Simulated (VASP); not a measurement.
# FePt (P4/mmm) in VASP: a series of runs

FePt is run at these levels: RPBE, BLYP, r2SCAN; tasks: single point.

Everything below comes from runs of VASP 6.6.1. Logs are shortened: lines on timing, memory, paths and dates and some standing lists are left out, and cuts for length are marked.

### 1 The cell of the first run

The structure is tetragonal, space group P4/mmm (No. 123). The conventional cell has a = 2.760 Å, b = 2.760 Å, c = 3.775 Å, α = 90.00°, β = 90.00°, γ = 90.00°. Within 3.6 Å of Pt (site symmetry 4/mmm) lie 8 Fe at 2.72 Å and 4 Pt at 2.76 Å. Within 3.6 Å of Fe (site symmetry 4/mmm) lie 8 Pt at 2.72 Å and 4 Fe at 2.76 Å.

### 2 Single point, RPBE, collinear spin, ferromagnetic start

Input file INCAR:

```
PREC = Accurate ; ENCUT = 600
EDIFF = 1E-6 ; ISMEAR = -1
SIGMA = 0.05 ; LREAL = F
LASPH = T ; NELM = 200
ALGO = Normal ; ISIF = 2
LWAVE = F ; LCHARG = T
ISPIN = 2 ; MAGMOM = 0 3
LORBIT = 11 ; LMAXMIX = 4
GGA = RP ; LELF = T
LVHAR = T ; NBANDS = 20
GGA_COMPAT = F
```

Input file KPOINTS:

```
regular mesh
0
Gamma
  10 10 7
```

Input file POSCAR:

```
FePt
1.0
    2.7602528137      0.0000000000      0.0000000000
    0.0000000000      2.7602528137      0.0000000000
    0.0000000000      0.0000000000      3.7748396531
Pt Fe
1 1
Direct
    0.5000000000      0.5000000000      0.5000000000
    0.0000000000      0.0000000000      0.0000000000
```

Potentials or basis: VASP PAW PBE potentials, release 64 (Pt, Fe).

Run with:

```sh
> cat potpaw_PBE.64/Pt/POTCAR potpaw_PBE.64/Fe/POTCAR > POTCAR
> mpirun -np 1 vasp_std > vasp.out
```

OUTCAR:

```text
PREC = Accurate
   ENCUT = 600
   EDIFF = 1E-6
   ISMEAR = -1
   LREAL = F
   LASPH = T
   NELM = 200
   ISIF = 2
   ISPIN = 2
   LORBIT = 11
   GGA = RP

 ion  position               nearest neighbor table
   1  0.500  0.500  0.500-   2 2.72   2 2.72   2 2.72   2 2.72   2 2.72   2 2.72   2 2.72   2 2.72

   2  0.000  0.000  0.000-   1 2.72   1 2.72   1 2.72   1 2.72   1 2.72   1 2.72   1 2.72   1 2.72

  LATTYP: Found a simple tetragonal cell.
 ALAT       =     2.7602528137
 C/A-ratio  =     1.3675702582

  Lattice vectors:

 A1 = (   2.7602528137,   0.0000000000,   0.0000000000)
 A2 = (   0.0000000000,   2.7602528137,   0.0000000000)
 A3 = (   0.0000000000,   0.0000000000,   3.7748396531)

Analysis of symmetry for initial positions (statically):
=====================================================================
 Subroutine PRICEL returns:
 Original cell was already a primitive cell.

 Routine SETGRP: Setting up the symmetry group for a
 simple tetragonal supercell.

 Subroutine GETGRP returns: Found 16 space group operations
 (whereof 16 operations were pure point group operations)
 out of a pool of 16 trial point group operations.

The static configuration has the point symmetry D_4h.

Analysis of symmetry for dynamics (positions and initial velocities):
=====================================================================
 Subroutine PRICEL returns:
 Original cell was already a primitive cell.

 Routine SETGRP: Setting up the symmetry group for a
 simple tetragonal supercell.

 Subroutine GETGRP returns: Found 16 space group operations
 (whereof 16 operations were pure point group operations)
 out of a pool of 16 trial point group operations.

The dynamic configuration has the point symmetry D_4h.

Analysis of structural, dynamic, and magnetic symmetry:
=====================================================================
 Subroutine PRICEL returns:
 Original cell was already a primitive cell.

 Routine SETGRP: Setting up the symmetry group for a
 simple tetragonal supercell.

 Subroutine GETGRP returns: Found 16 space group operations
 (whereof 16 operations were pure point group operations)
 out of a pool of 16 trial point group operations.

The overall configuration has the point symmetry D_4h.

 Subroutine INISYM returns: Found 16 space group operations
 (whereof 16 operations are pure point group operations),
 and found     1 'primitive' translations

----------------------------------------------------------------------------------------

                                     Primitive cell

  volume of cell :      28.7605

  direct lattice vectors                    reciprocal lattice vectors
     2.760252814  0.000000000  0.000000000     0.362285656  0.000000000  0.000000000
     0.000000000  2.760252814  0.000000000     0.000000000  0.362285656  0.000000000
     0.000000000  0.000000000  3.774839653     0.000000000  0.000000000  0.264911915

  length of vectors
     2.760252814  2.760252814  3.774839653     0.362285656  0.362285656  0.264911915

  position of ions in fractional coordinates (direct lattice)
     0.500000000  0.500000000  0.500000000
     0.000000000  0.000000000  0.000000000

  ion indices of the primitive-cell ions
   primitive index   ion index
                 1           1
                 2           2

----------------------------------------------------------------------------------------

 KPOINTS: regular mesh

Automatic generation of k-mesh.
 Grid dimensions read from file:
 generate k-points for:   10   10    7

 Generating k-lattice:

  Cartesian coordinates                     Fractional coordinates (reciprocal lattice)
     0.036228566  0.000000000  0.000000000     0.100000000  0.000000000  0.000000000
     0.000000000  0.036228566  0.000000000     0.000000000  0.100000000  0.000000000
     0.000000000  0.000000000  0.037844559     0.000000000  0.000000000  0.142857143

  Length of vectors
     0.036228566  0.036228566  0.037844559

  Shift w.r.t. Gamma in fractional coordinates (k-lattice)
     0.000000000  0.000000000  0.000000000

 Subroutine IBZKPT returns following result:
 ===========================================

 Found     84 irreducible k-points:

 Following reciprocal coordinates:
            Coordinates               Weight
  0.000000  0.000000  0.000000      1.000000
  0.100000  0.000000  0.000000      4.000000
  0.200000  0.000000  0.000000      4.000000
  0.300000  0.000000  0.000000      4.000000
  0.400000  0.000000  0.000000      4.000000
  0.500000  0.000000  0.000000      2.000000
[... 16 lines left out ...]
  0.100000  0.000000  0.142857      8.000000
  0.200000  0.000000  0.142857      8.000000
 [... further k-points ...]
   k-points           NKPTS =     84   k-points in BZ     NKDIM =     84   number of bands    NBANDS=     20
   number of dos      NEDOS =    301   number of ions     NIONS =      2
   total plane-waves  NPLWV =  17280
   dimension x,y,z NGX =    24 NGY =   24 NGZ =   30
   dimension x,y,z NGXF=    48 NGYF=   48 NGZF=   60
   ions per type =               1   1
   NGX,Y,Z   is equivalent  to a cutoff of  14.45, 14.45, 13.21 a.u.
   NGXF,Y,Z  is equivalent  to a cutoff of  28.91, 28.91, 26.42 a.u.
 SYSTEM =  unknown system
   PREC   = accura    normal or accurate (medium, high low for compatibility)
   ISTART =      0    job   : 0-new  1-cont  2-samecut
   ICHARG =      2    charge: 1-file 2-atom 10-const
   ISPIN  =      2    spin polarized calculation?
   LNONCOLLINEAR =      F non collinear calculations
   LSORBIT =      F    spin-orbit coupling
   LASPH  =      T    aspherical Exc in radial PAW
   ENCUT  =  600.0 eV  44.10 Ry    6.64 a.u.   5.51  5.51  7.54*2*pi/ulx,y,z
   NELM   =    200;   NELMIN=  2; NELMDL= -5     # of ELM steps
   EDIFF  = 0.1E-05   stopping-criterion for ELM
   LREAL  =      F    real-space projection
   EDIFFG = 0.1E-04   stopping-criterion for IOM
   NSW    =      0    number of steps for IOM
   IBRION =     -1    ionic relax: 0-MD 1-quasi-New 2-CG
   NFREE  =      0    steps in history (QN), initial steepest desc. (CG)
   ISIF   =      2    stress and relaxation
   ISYM   =      2    0-nonsym 1-usesym 2-fastsym
   POTIM  = 0.5000    time-step for ionic-motion
   TEBEG  =    0.0;   TEEND  =   0.0 temperature during run
   PSTRESS=    0.0 pullay stress
   NELECT =      18.0000    total number of electrons
   NUPDOWN=      -1.0000    fix difference up-down
   EMIN   =  10.00;   EMAX   =-10.00  energy-range for DOS
   EFERMI =   0.00;   METHOD = LEGACY
   ISMEAR =    -1;   SIGMA  =   0.05  broadening in eV -4-tet -1-fermi 0-gaus
   EFERMI_NEDOS =   21; number of points for ismear=-14 and -15
   IALGO  =     38    algorithm
   IMIX   =      4    mixing-type and parameters
     AMIX     =   0.40;   BMIX     =  1.00
     AMIX_MAG =   1.60;   BMIX_MAG =  1.00
  volume/ion in A,a.u.               =      14.38        97.04
  Fermi-wavevector in a.u.,A,eV,Ry     =   1.400340  2.646259 26.680385  1.960953
  Thomas-Fermi vector in A             =   2.523310
   LORBIT       =     11    0 simple, 1 ext, 2 COOP (PROOUT), +10 PAW based schemes
   GGA     = RP    functional components
   LHFCALC =     F    Hartree Fock is set to
   AEXX    =    0.0000 exact exchange contribution
   IVDW    =     0    specifies the selected vdW correction
   LEPSILON=     F    determine dielectric tensor
   LRPA    =     F    only Hartree local field effects (RPA)
 spin polarized calculation
  energy-cutoff  :      600.00
  volume of cell :       28.76
 maximum number of plane-waves:       987
 NGX is ok and might be reduce to    24
   NGX = 11   NGY = 11   NGZ = 15

 number of electron      17.9999998 magnetization       3.3792041

 Free energy of the ion-electron system (eV)
  ---------------------------------------------------
  ext. energy  EPLUGINS =         0.00000000
  ---------------------------------------------------
  free energy    TOTEN  =       -13.74772245 eV

  energy without entropy =      -13.73628704  energy(sigma->0) =      -13.74200474

 E-fermi :   8.2687     XC(G=0): -12.7424

 val. band max:        8.2662256366   @ k =   0.5000   0.4000   0.4286
 cond. band min:       8.2724571902   @ k =   0.3000   0.2000   0.0000
 fundamental gap:      0.0062315536
 Fermi energy:         8.2686683102

 spin component 1

 k-point     1 :       0.0000    0.0000    0.0000
  band No.  band energies     occupation
      1      -0.9803      1.00000
      2       2.1832      1.00000
      3       2.3993      1.00000
      4       4.8593      1.00000
      5       4.8593      1.00000
      6       5.3064      1.00000
[... 12 lines left out ...]
     19      29.4727      0.00000
     20      29.4727      0.00000
[... 507 lines left out ...]
 k-point    24 :       0.2000    0.0000    0.1429
  band No.  band energies     occupation
      1       0.1783      1.00000
      2       2.6923      1.00000
      3       3.1580      1.00000
      4       4.5521      1.00000
      5       5.0938      1.00000
      6       5.4199      1.00000
[... 12 lines left out ...]
     19      30.8015      0.00000
     20      30.8864      0.00000

 [... further k-points ...]

 spin component 2

 k-point     1 :       0.0000    0.0000    0.0000
  band No.  band energies     occupation
      1      -0.8675      1.00000
      2       2.7989      1.00000
      3       2.8298      1.00000
      4       6.0278      1.00000
      5       6.0279      1.00000
      6       7.5290      1.00000
[... 12 lines left out ...]
     19      29.5471      0.00000
     20      29.5471      0.00000
[... 507 lines left out ...]
 k-point    24 :       0.2000    0.0000    0.1429
  band No.  band energies     occupation
      1       0.3001      1.00000
      2       3.1868      1.00000
      3       3.7179      1.00000
      4       5.1548      1.00000
      5       6.2593      1.00000
      6       6.9492      1.00000
[... 12 lines left out ...]
     19      31.0016      0.00000
     20      31.1648      0.00000

 [... further k-points ...]

------------------------ aborting loop because EDIFF is reached ----------------------------------------

  FORCE on cell =-STRESS in cart. coord.  units (eV):
  Direction    XX          YY          ZZ          XY          YZ          ZX
  --------------------------------------------------------------------------------------
  -------------------------------------------------------------------------------------
  Total       -0.0827606     -0.0827606     -0.0638482      0.0000000     -0.0000000      0.0000000
  in kB       -4.6103940     -4.6103940     -3.5568288      0.0000000     -0.0000000      0.0000000
  external PRESSURE =      -4.2592056 kB  Pullay stress =       0.0000000 kB

 VOLUME and BASIS-vectors are now :
 -----------------------------------------------------------------------------
  energy-cutoff  :      600.00
  volume of cell :       28.76
      direct lattice vectors                 reciprocal lattice vectors
     2.760252814  0.000000000  0.000000000     0.362285656  0.000000000  0.000000000
     0.000000000  2.760252814  0.000000000     0.000000000  0.362285656  0.000000000
     0.000000000  0.000000000  3.774839653     0.000000000  0.000000000  0.264911915

 POSITION                                       TOTAL-FORCE (eV/Angst)
 -----------------------------------------------------------------------------------
      1.38013      1.38013      1.88742         0.000000      0.000000      0.000000
      0.00000      0.00000      0.00000         0.000000      0.000000      0.000000
 -----------------------------------------------------------------------------------
    total drift:                                0.000000      0.000000     -0.000000

  FREE ENERGIE OF THE ION-ELECTRON SYSTEM (eV)
  ---------------------------------------------------
  free  energy   TOTEN  =       -13.7477224459 eV

  energy  without entropy=      -13.7362870375  energy(sigma->0) =      -13.74200474

 total charge

# of ion       s       p       d       tot
------------------------------------------
    1        0.697   0.620   8.039   9.356
    2        0.394   0.419   6.077   6.890
--------------------------------------------------
tot          1.091   1.039  14.116  16.246

 magnetization (x)

# of ion       s       p       d       tot
------------------------------------------
    1       -0.026  -0.066   0.435   0.343
    2        0.006  -0.009   3.026   3.024
--------------------------------------------------
tot         -0.020  -0.075   3.461   3.367
```

Run time: 83 s. Hardware: 1 thread of Oxide Virtual Turin-like, shared host; peak memory 0.2 GiB.

Results:

```yaml
Free_energy: -13.7477 eV
Pressure: -0.4 GPa
Net_moment: 3.38 μB per cell
Site_moments: Pt +0.34; Fe +3.02 μB
Valence_electrons_inside_the_program's_atomic_spheres: Pt 9.36; Fe 6.89
```

Caveat: the PAW data sets were made with another functional, which shifts forces and pressure a little; spin-orbit coupling is left out, which moves the levels of the heavy elements.

### 3 Single point, BLYP, collinear spin, ferromagnetic start

This run uses another cell than the first one, of 14.78 Å³/atom.

Input file INCAR:

```
SYSTEM = FePt
PREC     = Accurate       ! precision mode
ENCUT    = 600            ! plane-wave cutoff, eV
EDIFF    = 1E-6           ! SCF threshold, eV
ISMEAR   = -1             ! smearing method
SIGMA    = 0.05           ! smearing width, eV
LREAL    = .FALSE.        ! projectors in reciprocal space
LASPH    = .TRUE.         ! aspherical terms in the spheres
NELM     = 200            ! most SCF steps
ALGO     = Normal         ! electronic algorithm
ISIF     = 2              ! what is computed and relaxed
LWAVE    = .FALSE.        ! write WAVECAR
LCHARG   = .FALSE.        ! write CHGCAR
ISPIN    = 2              ! spin polarisation
MAGMOM   = 0 3            ! initial moments
LORBIT   = 11             ! projections on sites
LMAXMIX  = 4              ! l up to which the mixer works
GGA      = B5             ! functional
ALDAX    = 1.0          
AGGAX    = 1.0          
AGGAC    = 1.0          
ALDAC    = 0.0          
NBANDS   = 20             ! bands
GGA_COMPAT= .FALSE.
```

Input file KPOINTS:

```
Automatic mesh
0
G
  10 10 7
  0 0 0
```

Input file POSCAR:

```
FePt
1.0
    2.7875433016      0.0000000000      0.0000000000
    0.0000000000      2.7875433016      0.0000000000
    0.0000000000      0.0000000000      3.8047181396
Pt Fe
1 1
Direct
    0.5000000000      0.5000000000      0.5000000000
    0.0000000000      0.0000000000      0.0000000000
```

Potentials or basis: VASP PAW PBE potentials, release 64 (Pt, Fe).

Run with:

```sh
> cat potpaw_PBE.64/Pt/POTCAR potpaw_PBE.64/Fe/POTCAR > POTCAR
> mpirun -np 1 vasp_std > vasp.out
```

It took 74 s on 1 thread of Oxide Virtual Turin-like, shared host; peak memory 0.2 GiB.

Results (log left out):

```yaml
Free_energy: -12.6563 eV
Pressure: 0.4 GPa
Net_moment: 3.31 μB per cell
Site_moments: Pt +0.35; Fe +2.95 μB
Valence_electrons_inside_the_program's_atomic_spheres: Pt 9.33; Fe 6.91
```

Levels at points of the mesh, in eV from the Fermi level:
Spin up:
| k point | band 8 | band 9 | band 10 | band 11 | band 12 | band 13 | band 14 | band 15 |
| --- | --- | --- | --- | --- | --- | --- | --- | --- |
| (0.00, 0.00, 0.00) | -1.93 | -0.60 | -0.51 | -0.51 | 2.44 | 9.06 | 11.32 | 11.32 |
| (0.50, 0.00, 0.00) | -2.46 | -2.14 | -1.57 | 0.04 | 1.79 | 10.16 | 10.21 | 11.89 |
| (0.50, 0.50, 0.00) | -0.60 | -0.60 | 0.39 | 1.80 | 1.80 | 6.96 | 9.26 | 10.73 |
Spin down:
```csv
k point,band 5,band 6,band 7,band 8,band 9,band 10,band 11,band 12
"(0.00, 0.00, 0.00)",-2.22,-0.78,-0.74,0.51,1.47,1.47,1.53,2.59
"(0.50, 0.00, 0.00)",-2.28,-1.33,-1.04,-0.74,0.51,0.62,2.10,2.32
"(0.50, 0.50, 0.00)",0.76,1.08,1.47,1.52,1.54,1.54,1.91,1.91
```

Caveat: the PAW data sets were made with another functional, which shifts forces and pressure a little; spin-orbit coupling is left out, which moves the levels of the heavy elements.

### 4 Single point, r2SCAN, collinear spin, ferromagnetic start

This run uses another cell than the first one, of 13.80 Å³/atom.

Input file POSCAR:

```
FePt
1.0
    2.7235000000      0.0000000000      0.0000000000
    0.0000000000      2.7235000000      0.0000000000
    0.0000000000      0.0000000000      3.7200000000
Pt Fe
1 1
Direct
    0.5000000000      0.5000000000      0.5000000000
    0.0000000000      0.0000000000      0.0000000000
```

Input file INCAR.step1:

```
SYSTEM = FePt
PREC = Accurate ; ENCUT = 660
ISMEAR = -1 ; SIGMA = 0.05
LREAL = .FALSE. ; LASPH = .TRUE.
NELM = 200 ; ISPIN = 2
MAGMOM = 0 3 ; LMAXMIX = 4
NBANDS = 20 ; GGA = PE
ALGO = Normal ; EDIFF = 1E-5
LWAVE = .TRUE. ; LCHARG = .FALSE.
GGA_COMPAT = .FALSE.
```

Input file INCAR.step2:

```
SYSTEM = FePt
PREC = Accurate ; ENCUT = 660
EDIFF = 1E-6 ; ISMEAR = -1
SIGMA = 0.05 ; LREAL = .FALSE.
LASPH = .TRUE. ; NELM = 200
ALGO = Normal ; ISIF = 2
LWAVE = .FALSE. ; LCHARG = .TRUE.
ISPIN = 2 ; MAGMOM = 0 3
LORBIT = 11 ; LMAXMIX = 4
METAGGA = R2SCAN ; LMIXTAU = .TRUE.
LELF = .TRUE. ; LVHAR = .TRUE.
NBANDS = 20 ; ISTART = 1
GGA_COMPAT = .FALSE.
```

Input file KPOINTS:

```
regular mesh
0
G
  10 10 7
  0 0 0
```

Run with:

```sh
> cat potpaw_PBE.64/Pt/POTCAR potpaw_PBE.64/Fe/POTCAR > POTCAR
> cp INCAR.step1 INCAR
> mpirun -np 1 vasp_std > vasp.out
> cp INCAR.step2 INCAR
> mpirun -np 1 vasp_std > vasp.out
```

Run time: 4.9 min. Hardware: 1 thread of Oxide Virtual Turin-like, shared host; peak memory 0.22 GiB.

It converged, with:

```yaml
Free_energy: -66.5477 eV
Pressure: 2.4 GPa
Net_moment: 3.59 μB per cell
Site_moments: Pt +0.36; Fe +3.26 μB
Valence_electrons_inside_the_program's_atomic_spheres: Pt 9.47; Fe 6.95
```

Stress tensor (GPa, compression positive):
```
2.97 0.00 0.00
0.00 2.97 0.00
0.00 0.00 1.34
```

Levels at points of the mesh, in eV from the Fermi level:
Spin up:
| k point | band 9 | band 10 | band 11 | band 12 | band 13 | band 14 |
| --- | --- | --- | --- | --- | --- | --- |
| (0.00, 0.00, 0.00) | -0.91 | -0.91 | -0.76 | 2.33 | 9.94 | 12.10 |
| (0.50, 0.00, 0.00) | -2.87 | -1.79 | -0.53 | 2.04 | 10.65 | 10.70 |
| (0.50, 0.50, 0.00) | -1.09 | 0.49 | 1.62 | 1.62 | 7.68 | 10.28 |
Spin down:
| k point | band 5 | band 6 | band 7 | band 8 | band 9 | band 10 |
| --- | --- | --- | --- | --- | --- | --- |
| (0.00, 0.00, 0.00) | -2.41 | -0.76 | -0.74 | 1.04 | 2.03 | 2.03 |
| (0.50, 0.00, 0.00) | -2.59 | -1.41 | -1.07 | -0.63 | 1.07 | 1.13 |
| (0.50, 0.50, 0.00) | 1.20 | 1.48 | 1.48 | 1.67 | 1.94 | 2.10 |

Caveat: the PAW data sets were made with another functional, which shifts forces and pressure a little; spin-orbit coupling is left out, which moves the levels of the heavy elements.

### 5 Summary

| level | cell | cutoff (eV) | gap on the mesh (eV) | pressure (GPa) | moment (μB) |
| --- | --- | --- | --- | --- | --- |
| RPBE | a = 2.760, b = 2.760, c = 3.775 Å, 2 atoms | 600 | none | -0.4 | 3.38 |
| BLYP | a = 2.788, b = 2.788, c = 3.805 Å, 2 atoms | 600 | none | 0.4 | 3.31 |
| r2SCAN | a = 2.724, b = 2.724, c = 3.720 Å, 2 atoms | 660 | none | 2.4 | 3.59 |

Alike in all rows: task single point; potentials or basis VASP PAW PBE potentials, release 64 (Pt, Fe); spin collinear, ferromagnetic start; k mesh 10 × 10 × 7; smearing fermi-dirac 0.05 eV.

Caveats: the PAW data sets were made with another functional, which shifts forces and pressure a little; spin-orbit coupling is left out, which moves the levels of the heavy elements.

Total energies depend on the potentials used, so only differences within one code and one set of settings carry meaning.
